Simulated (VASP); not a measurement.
# TiGe4Mo (P4/mmm) in VASP: notebook

The runs below take TiGe4Mo through single point, with PBE.

Program: VASP 6.6.1. These are calculated values, not measurements. Logs are shortened: lines on timing, memory, paths and dates and some standing lists are left out, and cuts for length are marked.

**1. The cell of the first run**

It takes space group P4/mmm (No. 123, tetragonal). The conventional cell has a = 3.339 Å, b = 3.339 Å, c = 8.497 Å, α = 90.00°, β = 90.00°, γ = 90.00°. Within 3.6 Å of Ti (site symmetry 4/mmm) lie 10 Ge at 2.75 to 2.89 Å and 4 Ti at 3.34 Å. Within 3.6 Å of Ge (site symmetry 4mm) lie 4 Ti at 2.75 Å and 9 Ge at 2.78 to 3.34 Å and 1 Mo at 2.83 Å. Ge (site symmetry 4mm) has 9 Ge at 2.72 to 3.34 Å and 4 Mo at 2.72 Å and 1 Ti at 2.89 Å within 3.6 Å. Mo (site symmetry 4/mmm) has 10 Ge at 2.72 to 2.83 Å and 4 Mo at 3.34 Å within 3.6 Å.

**2. Single point, PBE**

INCAR

```
SYSTEM = TiGe4Mo
ALGO = Normal
EDIFF = 1E-6
ENCUT = 520
GGA = PE
ISIF = 2
ISMEAR = 0
LASPH = .True.
LCHARG = .False.
LREAL = .False.
LWAVE = .False.
NBANDS = 50
NELM = 100
PREC = Accurate
SIGMA = 0.1
```

KPOINTS

```
k-points
0
Gamma
  12 12 6
  0 0 0
```

POSCAR

```
TiGe4Mo
1.0
    3.3387941000      0.0000000000      0.0000000000
    0.0000000000      3.3387941000      0.0000000000
    0.0000000000      0.0000000000      8.4967963000
Ti Ge Mo
1 4 1
Direct
    0.5000000000      0.5000000000      0.5000000000
    0.0000000000      0.0000000000      0.6665090000
    0.5000000000      0.5000000000      0.1599250000
    0.0000000000      0.0000000000      0.3334910000
    0.5000000000      0.5000000000      0.8400750000
    0.0000000000      0.0000000000      0.0000000000
```

Potentials or basis: VASP PAW PBE potentials, release 64 (Ti_sv, Ge_d, Mo_sv).

Launch:

```bash
> cat potpaw_PBE.64/Ti_sv/POTCAR potpaw_PBE.64/Ge_d/POTCAR potpaw_PBE.64/Mo_sv/POTCAR > POTCAR
> mpirun -np 1 vasp_std > vasp.out
```

OUTCAR:

```text
SYSTEM = TiGe4Mo
   EDIFF = 1E-6
   ENCUT = 520
   GGA = PE
   ISIF = 2
   ISMEAR = 0
   LASPH = .True.
   LREAL = .False.
   NELM = 100
   PREC = Accurate

 ion  position               nearest neighbor table
   1  0.500  0.500  0.500-   2 2.75   4 2.75   2 2.75   4 2.75   2 2.75   4 2.75   2 2.75   4 2.75
                             3 2.89   5 2.89
   2  0.000  0.000  0.667-   1 2.75   1 2.75   1 2.75   1 2.75   5 2.78   5 2.78   5 2.78   5 2.78
                             4 2.83   6 2.83
   3  0.500  0.500  0.160-   5 2.72   6 2.72   6 2.72   6 2.72   6 2.72   4 2.78   4 2.78   4 2.78
                             4 2.78   1 2.89
   4  0.000  0.000  0.333-   1 2.75   1 2.75   1 2.75   1 2.75   3 2.78   3 2.78   3 2.78   3 2.78
                             2 2.83   6 2.83
   5  0.500  0.500  0.840-   3 2.72   6 2.72   6 2.72   6 2.72   6 2.72   2 2.78   2 2.78   2 2.78
                             2 2.78   1 2.89
   6  0.000  0.000  0.000-   3 2.72   5 2.72   3 2.72   5 2.72   3 2.72   5 2.72   3 2.72   5 2.72
                             4 2.83   2 2.83

  LATTYP: Found a simple tetragonal cell.
 ALAT       =     3.3387941000
 C/A-ratio  =     2.5448698079

  Lattice vectors:

 A1 = (   3.3387941000,   0.0000000000,   0.0000000000)
 A2 = (   0.0000000000,   3.3387941000,   0.0000000000)
 A3 = (   0.0000000000,   0.0000000000,   8.4967963000)

Analysis of symmetry for initial positions (statically):
=====================================================================
 Subroutine PRICEL returns:
 Original cell was already a primitive cell.

 Routine SETGRP: Setting up the symmetry group for a
 simple tetragonal supercell.

 Subroutine GETGRP returns: Found 16 space group operations
 (whereof 16 operations were pure point group operations)
 out of a pool of 16 trial point group operations.

The static configuration has the point symmetry D_4h.

Analysis of symmetry for dynamics (positions and initial velocities):
=====================================================================
 Subroutine PRICEL returns:
 Original cell was already a primitive cell.

 Routine SETGRP: Setting up the symmetry group for a
 simple tetragonal supercell.

 Subroutine GETGRP returns: Found 16 space group operations
 (whereof 16 operations were pure point group operations)
 out of a pool of 16 trial point group operations.

The dynamic configuration has the point symmetry D_4h.

 Subroutine INISYM returns: Found 16 space group operations
 (whereof 16 operations are pure point group operations),
 and found     1 'primitive' translations

----------------------------------------------------------------------------------------

                                     Primitive cell

  volume of cell :      94.7184

  direct lattice vectors                    reciprocal lattice vectors
     3.338794100  0.000000000  0.000000000     0.299509335  0.000000000  0.000000000
     0.000000000  3.338794100  0.000000000     0.000000000  0.299509335  0.000000000
     0.000000000  0.000000000  8.496796300     0.000000000  0.000000000  0.117691417

  length of vectors
     3.338794100  3.338794100  8.496796300     0.299509335  0.299509335  0.117691417

  position of ions in fractional coordinates (direct lattice)
     0.500000000  0.500000000  0.500000000
     0.000000000  0.000000000  0.666509000
     0.500000000  0.500000000  0.159925000
     0.000000000  0.000000000  0.333491000
     0.500000000  0.500000000  0.840075000
     0.000000000  0.000000000  0.000000000

  ion indices of the primitive-cell ions
   primitive index   ion index
                 1           1
                 2           2
                 3           3
                 4           4
                 5           5
                 6           6

----------------------------------------------------------------------------------------

 KPOINTS: k-points

Automatic generation of k-mesh.
 Grid dimensions read from file:
 generate k-points for:   12   12    6

 Generating k-lattice:

  Cartesian coordinates                     Fractional coordinates (reciprocal lattice)
     0.024959111  0.000000000  0.000000000     0.083333333  0.000000000  0.000000000
     0.000000000  0.024959111  0.000000000     0.000000000  0.083333333  0.000000000
     0.000000000  0.000000000  0.019615236     0.000000000  0.000000000  0.166666667

  Length of vectors
     0.024959111  0.024959111  0.019615236

  Shift w.r.t. Gamma in fractional coordinates (k-lattice)
     0.000000000  0.000000000  0.000000000

 Subroutine IBZKPT returns following result:
 ===========================================

 Found    112 irreducible k-points:

 Following reciprocal coordinates:
            Coordinates               Weight
  0.000000  0.000000  0.000000      1.000000
  0.083333  0.000000  0.000000      4.000000
  0.166667  0.000000  0.000000      4.000000
  0.250000  0.000000  0.000000      4.000000
  0.333333  0.000000  0.000000      4.000000
  0.416667  0.000000  0.000000      4.000000
[... 16 lines left out ...]
  0.333333  0.333333  0.000000      4.000000
  0.416667  0.333333  0.000000      8.000000
 [... further k-points ...]
   k-points           NKPTS =    112   k-points in BZ     NKDIM =    112   number of bands    NBANDS=     50
   number of dos      NEDOS =    301   number of ions     NIONS =      6
   total plane-waves  NPLWV =  50176
   dimension x,y,z NGX =    28 NGY =   28 NGZ =   64
   dimension x,y,z NGXF=    56 NGYF=   56 NGZF=  128
   ions per type =               1   4   1
   NGX,Y,Z   is equivalent  to a cutoff of  13.94, 13.94, 12.52 a.u.
   NGXF,Y,Z  is equivalent  to a cutoff of  27.88, 27.88, 25.04 a.u.
 SYSTEM =  TiGe4Mo
   PREC   = accura    normal or accurate (medium, high low for compatibility)
   ISTART =      0    job   : 0-new  1-cont  2-samecut
   ICHARG =      2    charge: 1-file 2-atom 10-const
   ISPIN  =      1    spin polarized calculation?
   LNONCOLLINEAR =      F non collinear calculations
   LSORBIT =      F    spin-orbit coupling
   LASPH  =      T    aspherical Exc in radial PAW
   ENCUT  =  520.0 eV  38.22 Ry    6.18 a.u.   6.21  6.21 15.80*2*pi/ulx,y,z
   NELM   =    100;   NELMIN=  2; NELMDL= -5     # of ELM steps
   EDIFF  = 0.1E-05   stopping-criterion for ELM
   LREAL  =      F    real-space projection
   EDIFFG = 0.1E-04   stopping-criterion for IOM
   NSW    =      0    number of steps for IOM
   IBRION =     -1    ionic relax: 0-MD 1-quasi-New 2-CG
   NFREE  =      0    steps in history (QN), initial steepest desc. (CG)
   ISIF   =      2    stress and relaxation
   ISYM   =      2    0-nonsym 1-usesym 2-fastsym
   POTIM  = 0.5000    time-step for ionic-motion
   TEBEG  =    0.0;   TEEND  =   0.0 temperature during run
   PSTRESS=    0.0 pullay stress
   NELECT =      82.0000    total number of electrons
   NUPDOWN=      -1.0000    fix difference up-down
   EMIN   =  10.00;   EMAX   =-10.00  energy-range for DOS
   EFERMI =   0.00;   METHOD = LEGACY
   ISMEAR =     0;   SIGMA  =   0.10  broadening in eV -4-tet -1-fermi 0-gaus
   EFERMI_NEDOS =   21; number of points for ismear=-14 and -15
   IALGO  =     38    algorithm
   IMIX   =      4    mixing-type and parameters
     AMIX     =   0.40;   BMIX     =  1.00
     AMIX_MAG =   1.60;   BMIX_MAG =  1.00
  volume/ion in A,a.u.               =      15.79       106.53
  Fermi-wavevector in a.u.,A,eV,Ry     =   1.560275  2.948493 33.122834  2.434460
  Thomas-Fermi vector in A             =   2.663511
   LORBIT       =      0    0 simple, 1 ext, 2 COOP (PROOUT), +10 PAW based schemes
   GGA     = PE    functional components
   LHFCALC =     F    Hartree Fock is set to
   AEXX    =    0.0000 exact exchange contribution
   IVDW    =     0    specifies the selected vdW correction
   LEPSILON=     F    determine dielectric tensor
   LRPA    =     F    only Hartree local field effects (RPA)
 non-spin polarized calculation
 Gauss-broadening in eV      SIGMA  =   0.10
  energy-cutoff  :      520.00
  volume of cell :       94.72
 maximum number of plane-waves:      2576
 NGX is ok and might be reduce to    28
   NGX = 13   NGY = 13   NGZ = 31

 number of electron      81.9999978 magnetization

 Free energy of the ion-electron system (eV)
  ---------------------------------------------------
  ext. energy  EPLUGINS =         0.00000000
  ---------------------------------------------------
  free energy    TOTEN  =       -38.12371425 eV

  energy without entropy =      -38.11157924  energy(sigma->0) =      -38.11764675

 E-fermi :   9.0698     XC(G=0): -12.3690

 val. band max:        9.0625411518   @ k =   0.4167   0.0833   0.3333
 cond. band min:       9.0802827259   @ k =   0.0833   0.0833   0.1667
 fundamental gap:      0.0177415741
 Fermi energy:         9.0697561623

 k-point     1 :       0.0000    0.0000    0.0000
  band No.  band energies     occupation
      1     -51.6512      2.00000
      2     -47.5210      2.00000
      3     -25.7651      2.00000
      4     -25.7063      2.00000
      5     -25.7063      2.00000
      6     -23.8635      2.00000
[... 42 lines left out ...]
     49      13.1449      0.00000
     50      13.1654      0.00000

 k-point     2 :       0.0833    0.0000    0.0000
  band No.  band energies     occupation
      1     -51.6505      2.00000
      2     -47.5205      2.00000
      3     -25.7639      2.00000
      4     -25.7169      2.00000
      5     -25.7053      2.00000
      6     -23.8626      2.00000
[... 42 lines left out ...]
     49      13.3295      0.00000
     50      13.5623      0.00000

 k-point     3 :       0.1667    0.0000    0.0000
  band No.  band energies     occupation
      1     -51.6487      2.00000
      2     -47.5190      2.00000
      3     -25.7604      2.00000
      4     -25.7457      2.00000
      5     -25.7027      2.00000
      6     -23.8602      2.00000
[... 1102 lines left out ...]
     49      12.4412      0.00000
     50      12.7413      0.00000

 k-point    24 :       0.4167    0.3333    0.0000
  band No.  band energies     occupation
      1     -51.6348      2.00000
      2     -47.5079      2.00000
      3     -25.8362      2.00000
      4     -25.8052      2.00000
      5     -25.7366      2.00000
      6     -23.8436      2.00000
[... 42 lines left out ...]
     49      12.8134      0.00000
     50      13.1203      0.00000

 [... further k-points ...]

------------------------ aborting loop because EDIFF is reached ----------------------------------------

  FORCE on cell =-STRESS in cart. coord.  units (eV):
  Direction    XX          YY          ZZ          XY          YZ          ZX
  --------------------------------------------------------------------------------------
  -------------------------------------------------------------------------------------
  Total        0.0870126      0.0870126      0.0918424      0.0000000      0.0000000      0.0000000
  in kB        1.4718313      1.4718313      1.5535283      0.0000000      0.0000000      0.0000000
  external PRESSURE =       1.4990636 kB  Pullay stress =       0.0000000 kB

 VOLUME and BASIS-vectors are now :
 -----------------------------------------------------------------------------
  energy-cutoff  :      520.00
  volume of cell :       94.72
      direct lattice vectors                 reciprocal lattice vectors
     3.338794100  0.000000000  0.000000000     0.299509335  0.000000000  0.000000000
     0.000000000  3.338794100  0.000000000     0.000000000  0.299509335  0.000000000
     0.000000000  0.000000000  8.496796300     0.000000000  0.000000000  0.117691417

 POSITION                                       TOTAL-FORCE (eV/Angst)
 -----------------------------------------------------------------------------------
      1.66940      1.66940      4.24840         0.000000      0.000000      0.000000
      0.00000      0.00000      5.66319         0.000000      0.000000     -0.004683
      1.66940      1.66940      1.35885         0.000000     -0.000000      0.009761
      0.00000      0.00000      2.83361         0.000000      0.000000      0.004683
      1.66940      1.66940      7.13795         0.000000      0.000000     -0.009761
      0.00000      0.00000      0.00000         0.000000      0.000000      0.000000
 -----------------------------------------------------------------------------------
    total drift:                                0.000000      0.000000      0.000000

  FREE ENERGIE OF THE ION-ELECTRON SYSTEM (eV)
  ---------------------------------------------------
  free  energy   TOTEN  =       -38.1237142495 eV

  energy  without entropy=      -38.1115792445  energy(sigma->0) =      -38.11764675
```

It took 5.7 min on 1 thread of Intel Xeon 6975P-C (Granite Rapids), shared host; peak memory 0.55 GiB.

Results:

```
Free energy            : -38.1237 eV
Pressure               : 0.1 GPa
Largest force          : 0.010 eV/Å
Band gap on the k mesh : zero (bands 41 and 42 overlap by 1.76 eV)
```

Forces in eV/Å, atoms in the order of the input:
```
Ti   0.000  0.000  0.000
Ge   0.000  0.000 -0.005
Ge   0.000  0.000  0.010
Ge   0.000  0.000  0.005
Ge   0.000  0.000 -0.010
Mo   0.000  0.000  0.000
```

Levels at points of the mesh, in eV from the Fermi level:
| k point | band 39 | band 40 | band 41 | band 42 | band 43 | band 44 |
| --- | --- | --- | --- | --- | --- | --- |
| (0.00, 0.00, 0.00) | 0.17 | 0.17 | 0.59 | 0.59 | 0.64 | 1.90 |
| (0.50, 0.00, 0.00) | -1.10 | -0.22 | -0.01 | 1.27 | 1.87 | 2.54 |
| (0.50, 0.50, 0.00) | -1.65 | -1.65 | -0.74 | -0.74 | 2.03 | 2.17 |
| (0.00, 0.00, 0.50) | -0.45 | -0.45 | 0.64 | 1.15 | 1.32 | 1.90 |
| (0.50, 0.00, 0.50) | -0.64 | -0.44 | 0.30 | 1.37 | 2.00 | 2.54 |
| (0.50, 0.50, 0.50) | -1.56 | -1.56 | -0.88 | -0.88 | -0.08 | 0.72 |

**3. Single point, PBE (16.26 Å³/atom)**

This run uses another cell than the first one, of 16.26 Å³/atom.

INCAR

```
SYSTEM = TiGe4Mo
ALGO = Normal
EDIFF = 1E-6
ENCUT = 520
GGA = PE
ISIF = 2
ISMEAR = 0
LASPH = .TRUE.
LCHARG = .TRUE.
LELF = .TRUE.
LREAL = .FALSE.
LVHAR = .TRUE.
LWAVE = .FALSE.
NBANDS = 50
NELM = 60
PREC = Accurate
SIGMA = 0.1
```

KPOINTS

```
k-points
0
G
  12 12 6
  0 0 0
```

POSCAR

```
TiGe4Mo
1.0
    3.3716864942      0.0000000000      0.0000000000
    0.0000000000      3.3716864942      0.0000000000
    0.0000000000      0.0000000000      8.5817791437
Ti Ge Mo
1 4 1
Direct
    0.5000000000      0.5000000000      0.5000000000
    0.0000000000      0.0000000000      0.6665701562
    0.5000000000      0.5000000000      0.1588455728
    0.0000000000      0.0000000000      0.3334298438
    0.5000000000      0.5000000000      0.8411544272
    0.0000000000      0.0000000000      0.0000000000
```

Potentials or basis: VASP PAW PBE potentials, release 64 (Ti_sv, Ge_d, Mo_sv).

Launch:

```bash
> cat potpaw_PBE.64/Ti_sv/POTCAR potpaw_PBE.64/Ge_d/POTCAR potpaw_PBE.64/Mo_sv/POTCAR > POTCAR
> mpirun -np 1 vasp_std > vasp.out
```

Wall time 5.7 min (1 thread of Intel Xeon 6975P-C (Granite Rapids), shared host); peak memory 0.56 GiB.

The run converged. Its results:

```yaml
Free_energy: -38.0944 eV
Pressure: -3.5 GPa
Largest_force: 0.010 eV/Å
Band_gap_on_the_k_mesh: zero (bands 41 and 42 overlap by 1.72 eV)
```

Forces on the atoms (eV/Å):
```
Ti   0.000  0.000  0.000
Ge   0.000  0.000 -0.004
Ge   0.000  0.000  0.010
Ge   0.000  0.000  0.004
Ge   0.000  0.000 -0.010
Mo   0.000  0.000  0.000
```

Levels at points of the mesh, in eV from the Fermi level:
| k point | band 38 | band 39 | band 40 | band 41 | band 42 | band 43 | band 44 | band 45 |
| --- | --- | --- | --- | --- | --- | --- | --- | --- |
| (0.00, 0.00, 0.00) | -0.49 | 0.18 | 0.18 | 0.57 | 0.57 | 0.60 | 1.83 | 2.65 |
| (0.50, 0.00, 0.00) | -1.56 | -1.07 | -0.21 | -0.01 | 1.24 | 1.79 | 2.40 | 2.44 |
| (0.50, 0.50, 0.00) | -2.91 | -1.59 | -1.59 | -0.76 | -0.76 | 1.93 | 2.05 | 2.36 |
| (0.00, 0.00, 0.50) | -0.50 | -0.42 | -0.42 | 0.60 | 1.03 | 1.21 | 1.83 | 2.03 |
| (0.50, 0.00, 0.50) | -1.49 | -0.59 | -0.42 | 0.29 | 1.33 | 1.91 | 2.40 | 2.74 |
| (0.50, 0.50, 0.50) | -1.85 | -1.52 | -1.52 | -0.88 | -0.88 | -0.13 | 0.68 | 1.93 |

Caveat: the cell stands under tension.
